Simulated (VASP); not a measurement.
# C (Fd-3m) in VASP: single point with PBE

Aim: the single point of C with PBE.

Everything below comes from runs of VASP 6.6.1. Logs are shortened: lines on timing, memory, paths and dates and some standing lists are left out, and cuts for length are marked.

### Step 1. The cell of the first run

The structure is cubic, space group Fd-3m (No. 227). The conventional cell has a = 3.572 Å, b = 3.572 Å, c = 3.572 Å, α = 90.00°, β = 90.00°, γ = 90.00°. Within 2.1 Å of C (site symmetry -43m) lie 4 C at 1.55 Å.

### Step 2. Single point, PBE

Contents of INCAR:

```
SYSTEM = C
PREC     = Accurate       ! precision mode
ENCUT    = 600            ! plane-wave cutoff, eV
EDIFF    = 1E-6           ! SCF threshold, eV
ISMEAR   = 0              ! smearing method
SIGMA    = 0.02           ! smearing width, eV
LREAL    = .FALSE.        ! projectors in reciprocal space
LASPH    = .TRUE.         ! aspherical terms in the spheres
NELM     = 120            ! most SCF steps
ALGO     = Normal         ! electronic algorithm
ISIF     = 2              ! what is computed and relaxed
LWAVE    = .FALSE.        ! write WAVECAR
LCHARG   = .FALSE.        ! write CHGCAR
GGA      = PE             ! functional
NBANDS   = 11             ! bands
GGA_COMPAT= .FALSE.
```

Contents of KPOINTS:

```
Automatic mesh
0
G
  12 12 12
  0 0 0
```

Contents of POSCAR:

```
C
1.0
    0.0000000000      1.7857921264      1.7857921264
    1.7857921264      0.0000000000      1.7857921264
    1.7857921264      1.7857921264      0.0000000000
C
2
Direct
    0.0000000000      0.0000000000      0.0000000000
    0.2500000000      0.2500000000      0.2500000000
```

Potentials or basis: VASP PAW PBE potentials, release 64 (C).

Launch:

```bash
> cat potpaw_PBE.64/C/POTCAR > POTCAR
> mpirun -np 1 vasp_std > vasp.out
```

OUTCAR:

```text
SYSTEM = C
   PREC = Accurate
   ENCUT = 600
   EDIFF = 1E-6
   ISMEAR = 0
   LREAL = .FALSE.
   LASPH = .TRUE.
   NELM = 120
   ISIF = 2
   GGA = PE

 ion  position               nearest neighbor table
   1  0.000  0.000  0.000-   2 1.55   2 1.55   2 1.55   2 1.55
   2  0.250  0.250  0.250-   1 1.55   1 1.55   1 1.55   1 1.55

  LATTYP: Found a face centered cubic cell.
 ALAT       =     3.5715842528

  Lattice vectors:

 A1 = (   0.0000000000,   1.7857921264,   1.7857921264)
 A2 = (   1.7857921264,   0.0000000000,   1.7857921264)
 A3 = (   1.7857921264,   1.7857921264,   0.0000000000)

Analysis of symmetry for initial positions (statically):
=====================================================================
 Subroutine PRICEL returns:
 Original cell was already a primitive cell.

 Routine SETGRP: Setting up the symmetry group for a
 face centered cubic supercell.

 Subroutine GETGRP returns: Found 48 space group operations
 (whereof 24 operations were pure point group operations)
 out of a pool of 48 trial point group operations.

The static configuration has the point symmetry T_d .
 The point group associated with its full space group is O_h .

Analysis of symmetry for dynamics (positions and initial velocities):
=====================================================================
 Subroutine PRICEL returns:
 Original cell was already a primitive cell.

 Routine SETGRP: Setting up the symmetry group for a
 face centered cubic supercell.

 Subroutine GETGRP returns: Found 48 space group operations
 (whereof 24 operations were pure point group operations)
 out of a pool of 48 trial point group operations.

The dynamic configuration has the point symmetry T_d .
 The point group associated with its full space group is O_h .

 Subroutine INISYM returns: Found 48 space group operations
 (whereof 24 operations are pure point group operations),
 and found     1 'primitive' translations

----------------------------------------------------------------------------------------

                                     Primitive cell

  volume of cell :      11.3900

  direct lattice vectors                    reciprocal lattice vectors
     0.000000000  1.785792126  1.785792126    -0.279987795  0.279987795  0.279987795
     1.785792126  0.000000000  1.785792126     0.279987795 -0.279987795  0.279987795
     1.785792126  1.785792126  0.000000000     0.279987795  0.279987795 -0.279987795

  length of vectors
     2.525491445  2.525491445  2.525491445     0.484953087  0.484953087  0.484953087

  position of ions in fractional coordinates (direct lattice)
     0.000000000  0.000000000  0.000000000
     0.250000000  0.250000000  0.250000000

  ion indices of the primitive-cell ions
   primitive index   ion index
                 1           1
                 2           2

----------------------------------------------------------------------------------------

 KPOINTS: Automatic mesh

Automatic generation of k-mesh.
 Grid dimensions read from file:
 generate k-points for:   12   12   12

 Generating k-lattice:

  Cartesian coordinates                     Fractional coordinates (reciprocal lattice)
    -0.023332316  0.023332316  0.023332316     0.083333333  0.000000000  0.000000000
     0.023332316 -0.023332316  0.023332316     0.000000000  0.083333333  0.000000000
     0.023332316  0.023332316 -0.023332316     0.000000000  0.000000000  0.083333333

  Length of vectors
     0.040412757  0.040412757  0.040412757

  Shift w.r.t. Gamma in fractional coordinates (k-lattice)
     0.000000000  0.000000000  0.000000000

 Subroutine IBZKPT returns following result:
 ===========================================

 Found     72 irreducible k-points:

 Following reciprocal coordinates:
            Coordinates               Weight
  0.000000  0.000000  0.000000      1.000000
  0.083333  0.000000  0.000000      8.000000
  0.166667  0.000000  0.000000      8.000000
  0.250000  0.000000  0.000000      8.000000
  0.333333  0.000000  0.000000      8.000000
  0.416667  0.000000  0.000000      8.000000
[... 16 lines left out ...]
  0.500000  0.166667  0.000000     24.000000
 -0.416667  0.166667  0.000000     24.000000
 [... further k-points ...]
   k-points           NKPTS =     72   k-points in BZ     NKDIM =     72   number of bands    NBANDS=     11
   number of dos      NEDOS =    301   number of ions     NIONS =      2
   total plane-waves  NPLWV =   8000
   dimension x,y,z NGX =    20 NGY =   20 NGZ =   20
   dimension x,y,z NGXF=    40 NGYF=   40 NGZF=   40
   ions per type =               2
   NGX,Y,Z   is equivalent  to a cutoff of  13.17, 13.17, 13.17 a.u.
   NGXF,Y,Z  is equivalent  to a cutoff of  26.33, 26.33, 26.33 a.u.
 SYSTEM =  C
   PREC   = accura    normal or accurate (medium, high low for compatibility)
   ISTART =      0    job   : 0-new  1-cont  2-samecut
   ICHARG =      2    charge: 1-file 2-atom 10-const
   ISPIN  =      1    spin polarized calculation?
   LNONCOLLINEAR =      F non collinear calculations
   LSORBIT =      F    spin-orbit coupling
   LASPH  =      T    aspherical Exc in radial PAW
   ENCUT  =  600.0 eV  44.10 Ry    6.64 a.u.   5.04  5.04  5.04*2*pi/ulx,y,z
   NELM   =    120;   NELMIN=  2; NELMDL= -5     # of ELM steps
   EDIFF  = 0.1E-05   stopping-criterion for ELM
   LREAL  =      F    real-space projection
   EDIFFG = 0.1E-04   stopping-criterion for IOM
   NSW    =      0    number of steps for IOM
   IBRION =     -1    ionic relax: 0-MD 1-quasi-New 2-CG
   NFREE  =      0    steps in history (QN), initial steepest desc. (CG)
   ISIF   =      2    stress and relaxation
   ISYM   =      2    0-nonsym 1-usesym 2-fastsym
   POTIM  = 0.5000    time-step for ionic-motion
   TEBEG  =    0.0;   TEEND  =   0.0 temperature during run
   PSTRESS=    0.0 pullay stress
   NELECT =       8.0000    total number of electrons
   NUPDOWN=      -1.0000    fix difference up-down
   EMIN   =  10.00;   EMAX   =-10.00  energy-range for DOS
   EFERMI =   0.00;   METHOD = LEGACY
   ISMEAR =     0;   SIGMA  =   0.02  broadening in eV -4-tet -1-fermi 0-gaus
   EFERMI_NEDOS =   21; number of points for ismear=-14 and -15
   IALGO  =     38    algorithm
   IMIX   =      4    mixing-type and parameters
     AMIX     =   0.40;   BMIX     =  1.00
     AMIX_MAG =   1.60;   BMIX_MAG =  1.00
  volume/ion in A,a.u.               =       5.69        38.43
  Fermi-wavevector in a.u.,A,eV,Ry     =   1.455226  2.749979 28.812842  2.117684
  Thomas-Fermi vector in A             =   2.572286
   LORBIT       =      0    0 simple, 1 ext, 2 COOP (PROOUT), +10 PAW based schemes
   GGA     = PE    functional components
   LHFCALC =     F    Hartree Fock is set to
   AEXX    =    0.0000 exact exchange contribution
   IVDW    =     0    specifies the selected vdW correction
   LEPSILON=     F    determine dielectric tensor
   LRPA    =     F    only Hartree local field effects (RPA)
 non-spin polarized calculation
 Gauss-broadening in eV      SIGMA  =   0.02
  energy-cutoff  :      600.00
  volume of cell :       11.39
 maximum number of plane-waves:       392
   NGX =  9   NGY =  9   NGZ =  9

 number of electron       7.9999999 magnetization

 Free energy of the ion-electron system (eV)
  ---------------------------------------------------
  ext. energy  EPLUGINS =         0.00000000
  ---------------------------------------------------
  free energy    TOTEN  =       -18.19049245 eV

  energy without entropy =      -18.19049245  energy(sigma->0) =      -18.19049245

 E-fermi :   9.7729     XC(G=0): -13.2303

 val. band max:        9.6696975358   @ k =   0.0000   0.0000   0.0000
 cond. band min:      13.8139354380   @ k =   0.3333   0.3333   0.0000
 fundamental gap:      4.1442379022
 Fermi energy:         9.7728968800

 k-point     1 :       0.0000    0.0000    0.0000
  band No.  band energies     occupation
      1     -11.7521      2.00000
      2       9.6697      2.00000
      3       9.6697      2.00000
      4       9.6697      2.00000
      5      15.2487      0.00000
      6      15.2487      0.00000
      7      15.2487      0.00000
      8      22.9078      0.00000
      9      28.9127      0.00000
     10      36.1612      0.00000
     11      36.1612      0.00000

 k-point     2 :       0.0833    0.0000    0.0000
  band No.  band energies     occupation
      1     -11.5605      2.00000
      2       8.4475      2.00000
      3       9.3484      2.00000
      4       9.3484      2.00000
      5      15.6696      0.00000
      6      15.6696      0.00000
      7      15.9584      0.00000
      8      23.0753      0.00000
      9      29.2322      0.00000
     10      34.0433      0.00000
     11      34.0433      0.00000

 k-point     3 :       0.1667    0.0000    0.0000
  band No.  band energies     occupation
      1     -10.9876      2.00000
      2       5.9249      2.00000
      3       8.6508      2.00000
      4       8.6508      2.00000
      5      16.5847      0.00000
      6      16.5847      0.00000
      7      17.0372      0.00000
      8      23.5588      0.00000
      9      29.9007      0.00000
     10      32.4520      0.00000
     11      32.4520      0.00000

 k-point     4 :       0.2500    0.0000    0.0000
  band No.  band energies     occupation
      1     -10.0422      2.00000
      2       3.0977      2.00000
      3       7.9310      2.00000
      4       7.9310      2.00000
      5      17.4394      0.00000
      6      17.4394      0.00000
      7      17.7768      0.00000
      8      24.2380      0.00000
      9      30.3272      0.00000
     10      32.0345      0.00000
     11      32.0345      0.00000

 k-point     5 :       0.3333    0.0000    0.0000
  band No.  band energies     occupation
      1      -8.7456      2.00000
      2       0.3273      2.00000
      3       7.3594      2.00000
      4       7.3594      2.00000
      5      17.9271      0.00000
      6      17.9271      0.00000
      7      18.1917      0.00000
      8      24.8672      0.00000
      9      30.5609      0.00000
     10      32.8587      0.00000
     11      32.8587      0.00000
[... 211 lines left out ...]
 k-point    21 :       0.3333    0.1667    0.0000
  band No.  band energies     occupation
      1      -8.9816      2.00000
      2       2.4679      2.00000
      3       5.8509      2.00000
      4       6.2530      2.00000
      5      15.6696      0.00000
      6      20.4085      0.00000
      7      20.4934      0.00000
      8      21.4181      0.00000
      9      30.5094      0.00000
     10      31.3004      0.00000
     11      36.6571      0.00000

 k-point    22 :       0.4167    0.1667    0.0000
  band No.  band energies     occupation
      1      -7.5936      2.00000
      2      -0.0761      2.00000
      3       5.4118      2.00000
      4       5.6328      2.00000
      5      16.3312      0.00000
      6      20.6294      0.00000
      7      20.7314      0.00000
      8      22.3227      0.00000
      9      30.6899      0.00000
     10      32.0494      0.00000
     11      37.0170      0.00000

 k-point    23 :       0.5000    0.1667    0.0000
  band No.  band energies     occupation
      1      -6.0193      2.00000
      2      -2.3063      2.00000
      3       4.6971      2.00000
      4       5.7194      2.00000
      5      16.7527      0.00000
      6      20.3615      0.00000
      7      20.8437      0.00000
      8      23.9145      0.00000
      9      29.7582      0.00000
     10      33.4065      0.00000
     11      36.2032      0.00000

 k-point    24 :      -0.4167    0.1667    0.0000
  band No.  band energies     occupation
      1      -5.5928      2.00000
      2      -2.8187      2.00000
      3       4.2127      2.00000
      4       6.0961      2.00000
      5      17.1886      0.00000
      6      19.8734      0.00000
      7      20.8216      0.00000
      8      25.0589      0.00000
      9      29.0679      0.00000
     10      33.8107      0.00000
     11      34.1588      0.00000

 [... further k-points ...]
[... 5 lines left out ...]
  --------------------------------------------------------------------------------------
  -------------------------------------------------------------------------------------
  Total       -0.0005256     -0.0005256     -0.0005256      0.0000000      0.0000000      0.0000000
  in kB       -0.0739317     -0.0739317     -0.0739317      0.0000000      0.0000000      0.0000000
  external PRESSURE =      -0.0739317 kB  Pullay stress =       0.0000000 kB

 VOLUME and BASIS-vectors are now :
 -----------------------------------------------------------------------------
  energy-cutoff  :      600.00
  volume of cell :       11.39
      direct lattice vectors                 reciprocal lattice vectors
     0.000000000  1.785792126  1.785792126    -0.279987795  0.279987795  0.279987795
     1.785792126  0.000000000  1.785792126     0.279987795 -0.279987795  0.279987795
     1.785792126  1.785792126  0.000000000     0.279987795  0.279987795 -0.279987795

 POSITION                                       TOTAL-FORCE (eV/Angst)
 -----------------------------------------------------------------------------------
      0.00000      0.00000      0.00000         0.000000      0.000000      0.000000
      0.89290      0.89290      0.89290        -0.000000     -0.000000     -0.000000
 -----------------------------------------------------------------------------------
    total drift:                                0.000000      0.000000      0.000000

  FREE ENERGIE OF THE ION-ELECTRON SYSTEM (eV)
  ---------------------------------------------------
  free  energy   TOTEN  =       -18.1904924484 eV

  energy  without entropy=      -18.1904924484  energy(sigma->0) =      -18.19049245
```

It took 15 s on 1 thread of Intel Xeon 8259CL, shared host; peak memory 0.12 GiB.

What came out:

| Property | Result |
| --- | --- |
| Free energy | -18.1905 eV |
| Pressure | 0.0 GPa |
| Band gap on the k mesh | 4.14 eV (least direct gap 5.58 eV) |

Levels at points of the mesh, in eV from the valence-band top:
```csv
k point,band 1,band 2,band 3,band 4,band 5,band 6,band 7,band 8,band 9
"(0.00, 0.00, 0.00)",-21.42,0.00,0.00,0.00,5.58,5.58,5.58,13.24,19.24
"(0.50, 0.00, 0.00)",-15.67,-13.33,-2.79,-2.79,8.44,8.44,8.79,15.66,21.83
"(0.50, 0.50, 0.00)",-12.74,-12.74,-6.27,-6.27,4.75,4.75,16.74,16.74,23.15
```

A k mesh can miss the band edges.
